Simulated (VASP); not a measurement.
# Be3V in VASP: further runs, part 2 of 2

VASP 6.6.1. The steps go on from the part before.

## (3) Single point, PBE

This run uses another cell than the first one: it holds 4 atoms, not 8.

Contents of INCAR:

```
ALGO     = Fast           # electronic algorithm
EDIFF    = 1E-6           # SCF threshold, eV
ENCUT    = 520            # plane-wave cutoff, eV
GGA      = PE             # functional
ISIF     = 2              # what is computed and relaxed
ISMEAR   = 0              # smearing method
LASPH    = True           # aspherical terms in the spheres
LCHARG   = False          # write CHGCAR
LREAL    = False          # projectors in reciprocal space
LWAVE    = False          # write WAVECAR
NBANDS   = 18             # bands
NELM     = 100            # most SCF steps
PREC     = Accurate       # precision mode
SIGMA    = 0.1            # smearing width, eV
```

Contents of KPOINTS:

```
k-points
0
Gamma
  14 14 14
```

Contents of POSCAR:

```
Be3V
1.0
    3.3626989281      0.0000000000      0.0000000000
    0.0000000000      3.3626989281      0.0000000000
    0.0000000000      0.0000000000      3.3626989281
Be V
3 1
Direct
    0.5000000000      0.0000000000      0.0000000000
    0.0000000000      0.5000000000      0.0000000000
    0.0000000000      0.0000000000      0.5000000000
    0.5000000000      0.5000000000      0.5000000000
```

Potentials or basis: VASP PAW PBE potentials, release 64 (Be, V_sv).

Launch:

```console
$ cat potpaw_PBE.64/Be/POTCAR potpaw_PBE.64/V_sv/POTCAR > POTCAR
$ mpirun -np 1 vasp_std > vasp.out
```

OUTCAR:

```text
EDIFF = 1E-6
   ENCUT = 520
   GGA = PE
   ISIF = 2
   ISMEAR = 0
   LASPH = True
   LREAL = False
   NELM = 100
   PREC = Accurate

 ion  position               nearest neighbor table
   1  0.500  0.000  0.000-   2 2.38   3 2.38   4 2.38   3 2.38   4 2.38   2 2.38   4 2.38   4 2.38
                             2 2.38   3 2.38   3 2.38   2 2.38
   2  0.000  0.500  0.000-   1 2.38   3 2.38   4 2.38   3 2.38   4 2.38   1 2.38   3 2.38   3 2.38
                             1 2.38   4 2.38   4 2.38   1 2.38
[... 711 lines left out ...]
  --------------------------------------------------------------------------------------
  -------------------------------------------------------------------------------------
  Total        0.0421848      0.0421848      0.0421848      0.0000000      0.0000000     -0.0000000
  in kB        1.7774715      1.7774715      1.7774715      0.0000000      0.0000000     -0.0000000
  external PRESSURE =       1.7774715 kB  Pullay stress =       0.0000000 kB

 VOLUME and BASIS-vectors are now :
 -----------------------------------------------------------------------------
  energy-cutoff  :      520.00
  volume of cell :       38.02
      direct lattice vectors                 reciprocal lattice vectors
     3.362698928  0.000000000  0.000000000     0.297380176  0.000000000  0.000000000
     0.000000000  3.362698928  0.000000000     0.000000000  0.297380176  0.000000000
     0.000000000  0.000000000  3.362698928     0.000000000  0.000000000  0.297380176

 POSITION                                       TOTAL-FORCE (eV/Angst)
 -----------------------------------------------------------------------------------
      1.68135      0.00000      0.00000         0.000000      0.000000      0.000000
      0.00000      1.68135      0.00000         0.000000      0.000000      0.000000
      0.00000      0.00000      1.68135         0.000000      0.000000      0.000000
      1.68135      1.68135      1.68135         0.000000      0.000000      0.000000
 -----------------------------------------------------------------------------------
    total drift:                                0.000000      0.000000      0.000000

  FREE ENERGIE OF THE ION-ELECTRON SYSTEM (eV)
  ---------------------------------------------------
  free  energy   TOTEN  =       -20.7475873095 eV

  energy  without entropy=      -20.7400898469  energy(sigma->0) =      -20.74383858
```

OSZICAR:

```text
N       E                     dE             d eps       ncg     rms          rms(c)
DAV:   1     0.139504758029E+03    0.13950E+03   -0.10399E+04  4520   0.101E+03
DAV:   2    -0.212290134216E+02   -0.16073E+03   -0.15670E+03  4372   0.311E+02
DAV:   3    -0.251575233134E+02   -0.39285E+01   -0.38822E+01  5784   0.534E+01
DAV:   4    -0.251824963607E+02   -0.24973E-01   -0.24951E-01  4992   0.445E+00
DAV:   5    -0.251827280717E+02   -0.23171E-03   -0.23169E-03  5568   0.443E-01    0.236E+01
RMM:   6    -0.233337216499E+02    0.18490E+01   -0.26763E+01  4845   0.396E+01    0.133E+01
RMM:   7    -0.208785984499E+02    0.24551E+01   -0.43181E+00  4367   0.189E+01    0.532E+00
RMM:   8    -0.208005962702E+02    0.78002E-01   -0.32346E-01  5141   0.446E+00    0.191E+00
RMM:   9    -0.207532810812E+02    0.47315E-01   -0.10421E-01  4653   0.280E+00    0.692E-01
RMM:  10    -0.207475307315E+02    0.57503E-02   -0.72612E-03  5212   0.716E-01    0.594E-02
RMM:  11    -0.207476500898E+02   -0.11936E-03   -0.88644E-04  5195   0.173E-01    0.664E-02
RMM:  12    -0.207475887228E+02    0.61367E-04   -0.11995E-04  5239   0.104E-01    0.105E-02
RMM:  13    -0.207475891408E+02   -0.41804E-06   -0.14264E-05  5238   0.346E-02    0.127E-02
RMM:  14    -0.207475872139E+02    0.19269E-05   -0.42130E-06  4947   0.205E-02    0.104E-03
RMM:  15    -0.207475873095E+02   -0.95647E-07   -0.50702E-07  3676   0.759E-03
   1 F= -.20747587E+02 E0= -.20743839E+02  d E =-.749746E-02
```

Run time: 63 s. Hardware: 1 thread of AMD EPYC 7R13 (Zen 3), shared host; peak memory 0.18 GiB.

What came out:

* Free energy: -20.7476 eV
* Pressure: 0.2 GPa
* Band gap on the k mesh: zero (an odd number of electrons rules out a gap without spin polarisation)

Levels at points of the mesh, in eV from the Fermi level:
| k point | band 5 | band 6 | band 7 | band 8 | band 9 | band 10 | band 11 | band 12 | band 13 | band 14 |
| --- | --- | --- | --- | --- | --- | --- | --- | --- | --- | --- |
| (0.00, 0.00, 0.00) | -8.77 | -1.27 | -1.27 | 0.27 | 0.27 | 0.27 | 1.28 | 1.28 | 1.28 | 7.14 |
| (0.50, 0.00, 0.00) | -6.07 | -6.06 | -1.37 | -1.12 | -1.12 | 1.40 | 1.97 | 4.51 | 4.51 | 5.99 |
| (0.50, 0.50, 0.00) | -5.20 | -3.81 | -2.93 | -2.93 | -0.30 | -0.30 | 1.96 | 2.53 | 2.62 | 5.37 |
| (0.50, 0.50, 0.50) | -3.10 | -2.24 | -2.24 | -2.24 | -1.51 | -1.51 | -1.51 | 2.10 | 2.10 | 6.00 |

## (4) Relaxation of cell and atoms, PBE

This run uses another cell than the first one: it holds 4 atoms, not 8.

Contents of INCAR:

```
PREC = Accurate ; ENCUT = 600
EDIFF = 1E-6 ; ISMEAR = 0
SIGMA = 0.1 ; LREAL = False
LASPH = True ; NELM = 80
ALGO = Normal ; ISIF = 3
LWAVE = False ; LCHARG = False
GGA = PE ; IBRION = 2
NSW = 100 ; EDIFFG = -0.01
```

Contents of KPOINTS:

```
Automatic mesh
0
Gamma
  14 14 14
```

Contents of POSCAR:

```
Be3V
1.0
    3.3634450025      0.0000000000      0.0000000000
    0.0000000000      3.3634450025      0.0000000000
    0.0000000000      0.0000000000      3.3634450025
Be V
3 1
Direct
    0.5000000000      0.0000000000      0.0000000000
    0.0000000000      0.5000000000      0.0000000000
    0.0000000000      0.0000000000      0.5000000000
    0.5000000000      0.5000000000      0.5000000000
```

Launch:

```console
$ cat potpaw_PBE.64/Be/POTCAR potpaw_PBE.64/V_sv/POTCAR > POTCAR
$ mpirun -np 1 vasp_std > vasp.out
```

Run time: 39 s. Hardware: 1 thread of AMD EPYC 7R13 (Zen 3), shared host; peak memory 0.18 GiB.

It converged, with:

```
Free energy             : -20.7476 eV
Pressure after relaxing : 0.1 GPa
Band gap on the k mesh  : zero (an odd number of electrons rules out a gap without spin polarisation)
```

Final structure:
```yaml
crystal:
  lattice:
    - [3.36345, 0.00000, 0.00000]
    - [0.00000, 3.36345, 0.00000]
    - [0.00000, 0.00000, 3.36345]
  atoms:
    - { symbol: Be, position: [0.50000, 0.00000, 0.00000] }
    - { symbol: Be, position: [0.00000, 0.50000, 0.00000] }
    - { symbol: Be, position: [0.00000, 0.00000, 0.50000] }
    - { symbol: V, position: [0.50000, 0.50000, 0.50000] }
```

Levels at points of the mesh, in eV from the Fermi level:
| k point | band 5 | band 6 | band 7 | band 8 | band 9 | band 10 | band 11 | band 12 | band 13 |
| --- | --- | --- | --- | --- | --- | --- | --- | --- | --- |
| (0.00, 0.00, 0.00) | -8.77 | -1.26 | -1.26 | 0.27 | 0.27 | 0.27 | 1.27 | 1.27 | 1.27 |
| (0.50, 0.00, 0.00) | -6.07 | -6.06 | -1.37 | -1.12 | -1.12 | 1.40 | 1.97 | 4.50 | 4.50 |
| (0.50, 0.50, 0.00) | -5.19 | -3.81 | -2.93 | -2.93 | -0.30 | -0.30 | 1.96 | 2.53 | 2.62 |
| (0.50, 0.50, 0.50) | -3.09 | -2.24 | -2.24 | -2.24 | -1.51 | -1.51 | -1.51 | 2.10 | 2.10 |

Caveat: the relaxation stopped at its first step, so nothing moved.

## (5) The runs side by side

```csv
task,spin,cell,k mesh,cutoff (eV),gap on the mesh (eV),pressure (GPa)
single point,"collinear, ferromagnetic start","a = 4.757 Å, angles 60.0°, 8 atoms, atomic positions A",4 × 4 × 4,520,none,0.0
single point,off,"a = 3.363 Å, 4 atoms, atomic positions B",14 × 14 × 14,520,none,0.2
relaxation of cell and atoms,off,"relaxed from a = 3.363 Å, 4 atoms, atomic positions B",14 × 14 × 14,600,none,0.1
```

Alike in all rows: level PBE; potentials or basis VASP PAW PBE potentials, release 64 (Be, V_sv); smearing gaussian 0.1 eV.

Caveats: some runs use coarse meshes; the moments typed at the start vanished in this run (at least some runs); the relaxation stopped at its first step, so nothing moved (at least some runs).

Absolute energies hang on the potentials; compare differences alone.
